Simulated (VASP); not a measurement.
Here is a VASP 6.6.1 calculation.

The input INCAR:

```
  PREC = Accurate
  ENCUT = 520
  EDIFF = 1E-6
  ISMEAR = 0
  SIGMA = 0.05
  LREAL = F
  LASPH = T
  NELM = 150
  ALGO = Normal
  ISIF = 2
  LWAVE = F
  LCHARG = F
  ISPIN = 2
  MAGMOM = -0.1 -0.1 0 0
  LORBIT = 11
  LMAXMIX = 4
  GGA = PS
  NBANDS = 28
```

Contents of KPOINTS:

```
regular mesh
0
Gamma
  12 12 8
```

POSCAR

```
NiO
1.0
    2.7715262894      0.0000000000      0.0000000000
   -1.3857631447      2.4002121738      0.0000000000
    0.0000000000      0.0000000000      4.9721267186
Ni O
2 2
Direct
    0.0000000000      0.0000000000      0.0000000000
    0.0000000000      0.0000000000      0.5000000000
    0.3333333333      0.6666666667      0.2500000000
    0.6666666667      0.3333333333      0.7500000000
```

Potentials or basis: VASP PAW PBE potentials, release 64 (Ni, O).

Launch:

```bash
$ cat potpaw_PBE.64/Ni/POTCAR potpaw_PBE.64/O/POTCAR > POTCAR
$ mpirun -np 1 vasp_std > vasp.out
```

(1) What does it give for the site moments?

(2) What does it give for the net moment?

## Answers

(1) Ni -0.09; O -0.02 μB.

(2) -0.23 μB per cell.
